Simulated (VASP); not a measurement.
CdS, 2 atoms in the cell. Symmetry: F-43m, No. 216, cubic system. The conventional cell has a = 5.872 Å, b = 5.872 Å, c = 5.872 Å, α = 90.00°, β = 90.00°, γ = 90.00°. Within 3.4 Å of Cd (site symmetry -43m) lie 4 S at 2.54 Å. Within 3.4 Å of S (site symmetry -43m) lie 4 Cd at 2.54 Å. 

| Quantity | Value |
| --- | --- |
| Program | VASP 6.6.1 |
| Task | single point |
| Functional | PBEsol-based screened hybrid with 25 % exact exchange |
| Potentials or basis | VASP PAW PBE potentials, release 64 (Cd, S) |
| Cutoff | 520 eV |
| k mesh | 4 × 4 × 4 |
| Occupations | fermi-dirac, width 0.05 eV |
| Spin | no spin polarisation |
| Dipole correction | no |
| Grid for exact exchange (PRECFOCK) | Normal |
| Share of exact exchange | 0.25 |
| Further INCAR settings | ALGO = Normal; EDIFF = 1e-06; NBANDS = 16 |
| Screening parameter | 0.207 1/Å |

Potentials or basis: VASP PAW PBE potentials, release 64 (Cd, S).

Launch:

```bash
$ cat potpaw_PBE.64/Cd/POTCAR potpaw_PBE.64/S/POTCAR > POTCAR
$ cp INCAR.step1 INCAR
$ mpirun -np 1 vasp_std > vasp.out
$ cp INCAR.step2 INCAR
$ mpirun -np 1 vasp_std > vasp.out
```

Hardware: 1 thread of Intel(R) Xeon(R) Platinum 8259CL CPU @ 2.50GHz (Skylake/Cascade Lake), on a shared host.

Question: Estimate the wall time of this run.

Answer: Wall time 7 min on 1 thread of Intel(R) Xeon(R) Platinum 8259CL CPU @ 2.50GHz (Skylake/Cascade Lake), on a shared host, peak memory 0.28 GiB. Counts: k points 8.
